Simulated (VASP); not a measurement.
# BP (l.bA): single point with LDA

Crystal: BP (l.bA).

```
B P
1.0
     0.00000    2.24538    2.24538
     2.24538    0.00000    2.24538
     2.24538    2.24538    0.00000
B P
1 1
Direct
  0.00000 0.00000 0.00000
  0.25000 0.25000 0.25000
```

* Program: VASP 6.6.1
* Task: single point
* Functional: LDA
* Potentials or basis: VASP PAW LDA potentials, release 64 (B, P)
* Cutoff: 500 eV
* k mesh: 10 × 10 × 10
* Occupations: gaussian, width 0.02 eV
* Spin: no spin polarisation
* Dipole correction: no
* Further INCAR settings: ALGO = Normal; EDIFF = 1e-06; NBANDS = 11

```json
{
  "Pressure": "-0.1 GPa",
  "Band gap on the k mesh": "1.15 eV, indirect (least direct gap 3.43 eV)"
}
```

Levels at points of the mesh, in eV from the valence-band top:
```csv
k point,band 1,band 2,band 3,band 4,band 5,band 6,band 7,band 8,band 9
"(0.00, 0.00, 0.00)",-15.67,0.00,0.00,0.00,3.43,3.43,3.43,7.85,11.48
"(0.50, 0.00, 0.00)",-12.22,-9.23,-1.79,-1.79,3.97,4.70,4.70,10.03,14.78
"(0.50, 0.50, 0.00)",-10.67,-8.65,-4.22,-4.22,1.24,1.53,12.29,12.29,15.36
```

It took 11 s on 1 thread of AMD EPYC 7R43 64-Core Processor (Zen 3), on a shared host, peak memory 0.09 GiB.

A k mesh can miss the band edges. Expect the measured gap to be larger: semilocal functionals such as LDA lack the derivative discontinuity.
